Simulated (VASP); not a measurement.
Wanted: the native input for a VASP 6.6.1 run.

| Item | Value |
| --- | --- |
| Task | single point |
| Functional | LDA |
| Potentials or basis | VASP PAW LDA potentials, release 64 (Ga_d, Sb) |
| Cutoff | 520 eV |
| k mesh | 16 × 16 × 16 |
| Occupations | gaussian, width 0.15 eV |
| Spin | no spin polarisation |
| Dipole correction | no |
| Further INCAR settings | ALGO = Normal; EDIFF = 1e-07; NBANDS = 16 |

The structure of GaSb lies in POSCAR:

```
GaSb
1.0
   -2.7531000000      2.7531000000      1.7233000000
    2.7531000000     -2.7531000000      1.7233000000
    2.7531000000      2.7531000000     -1.7233000000
Ga Sb
1 1
Direct
    0.2500000000      0.7500000000      0.5000000000
    0.0000000000      0.0000000000      0.0000000000
```

One way to write it, as run:

INCAR

```
SYSTEM = GaSb
PREC = Accurate
ENCUT = 520
EDIFF = 1E-7
ISMEAR = 0
SIGMA = 0.15
LREAL = .False.
LASPH = .True.
NELM = 80
ALGO = Normal
ISIF = 2
LWAVE = .False.
LCHARG = .True.
GGA = CA
LELF = .True.
LVHAR = .True.
NBANDS = 16
```

KPOINTS

```
regular mesh
0
Gamma
  16 16 16
  0 0 0
```

Potentials or basis: VASP PAW LDA potentials, release 64 (Ga_d, Sb).

Run with:

```bash
$ cat potpaw_LDA.64/Ga_d/POTCAR potpaw_LDA.64/Sb/POTCAR > POTCAR
$ mpirun -np 1 vasp_std > vasp.out
```

Results of the run:

```
Pressure               : -6.5 GPa
Band gap on the k mesh : zero (bands 9 and 10 overlap by 4.45 eV)
```

Caveat: the cell stands under tension; spin-orbit coupling is left out, which moves the levels of the heavy elements.

It took 3 min on 1 thread of Intel Xeon 8259CL, with other jobs on the host, peak memory 0.4 GiB.
